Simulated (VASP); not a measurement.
Re:

```
CELL_PARAMETERS angstrom
2.76639 0.00000 0.00000
-1.38319 2.39576 0.00000
0.00000 0.00000 8.93885
ATOMIC_POSITIONS crystal
Re 0.66667 0.33333 0.75000
Re 0.00000 0.00000 0.50000
Re 0.33333 0.66667 0.25000
Re 0.00000 0.00000 0.00000
```

| Item | Value |
| --- | --- |
| Program | VASP 6.6.1 |
| Task | relaxation of cell and atoms |
| Functional | BLYP |
| Potentials or basis | VASP PAW PBE potentials, release 64 (Re) |
| Cutoff | 600 eV |
| k mesh | 11 × 11 × 3 |
| Occupations | fermi-dirac, width 0.05 eV |
| Spin | no spin polarisation |

At the start: pressure 19.3 GPa; volume 14.81 Å³/atom.

**Question.** Where does the relaxation end?

**Answer.** Over 9 steps the energy falls by 45.8 meV/atom and the volume is 15.61 Å³/atom (+5.4 %); space group P6_3/mmc (No. 194, to 0.1 Å) before and after.

Step by step:
```
step  energy change (eV)  largest force (eV/Å)  pressure (GPa)  volume (Å³)
   1              0.0000                0.0000           19.32        59.24
   2              1.8616                0.0000          -40.15        75.92
   3             -0.1817                0.0000           -1.51        62.72
   4             -0.1830                0.0000           -0.11        62.45
   5             -0.1830                0.0000            0.22        62.39
   6             -0.1830                0.0000            0.22        62.39
   7             -0.1830                0.0000            0.23        62.39
   8             -0.1830                0.0000            0.11        62.41
   9             -0.1831                0.0000           -0.01        62.43
```

Final structure:
```yaml
crystal:
  lattice:
    - [2.81609, 0.00000, 0.00000]
    - [-1.40805, 2.43881, 0.00000]
    - [0.00000, 0.00000, 9.09079]
  atoms:
    - { symbol: Re, position: [0.66667, 0.33333, 0.75000] }
    - { symbol: Re, position: [0.00000, 0.00000, 0.50000] }
    - { symbol: Re, position: [0.33333, 0.66667, 0.25000] }
    - { symbol: Re, position: [0.00000, 0.00000, 0.00000] }
```

Caveat: the highest band is partly filled, so the run has too few bands; the PAW data sets were made with another functional, which shifts forces and pressure a little.
